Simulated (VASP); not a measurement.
Here is a VASP 6.6.1 calculation.

File INCAR:

```
SYSTEM = Os
ALGO = Normal ; EDIFF = 1E-7
ENCUT = 520 ; ISIF = 2
ISMEAR = -1 ; LASPH = .True.
LCHARG = .False. ; LREAL = .False.
LWAVE = .False. ; NBANDS = 19
NELM = 100 ; PREC = Accurate
SIGMA = 0.1
```

Contents of KPOINTS:

```
k-points
0
Gamma
  9 9 12
  0 0 0
```

File POSCAR:

```
Os
1.0
    4.2655792858      0.0000000000      0.0000000000
   -2.1327896429      3.6941000234      0.0000000000
    0.0000000000      0.0000000000      2.6793231528
Os
3
Direct
    1.0000000000      0.0000000000      1.0000000000
    0.3333333333      0.6666666667      0.5000000000
    0.6666666667      0.3333333333      0.5000000000
```

Potentials or basis: VASP PAW LDA potentials, release 64 (Os).

Launch:

```bash
$ cat potpaw_LDA.64/Os/POTCAR > POTCAR
$ mpirun -np 1 vasp_std > vasp.out
```

(1) Estimate the band gap on the k mesh.

(2) Estimate the pressure.

## Answers

(1) zero (bands 12 and 13 overlap by 2.98 eV).

(2) 0.7 GPa.

Caveat: spin-orbit coupling is left out, which moves the levels of the heavy elements.
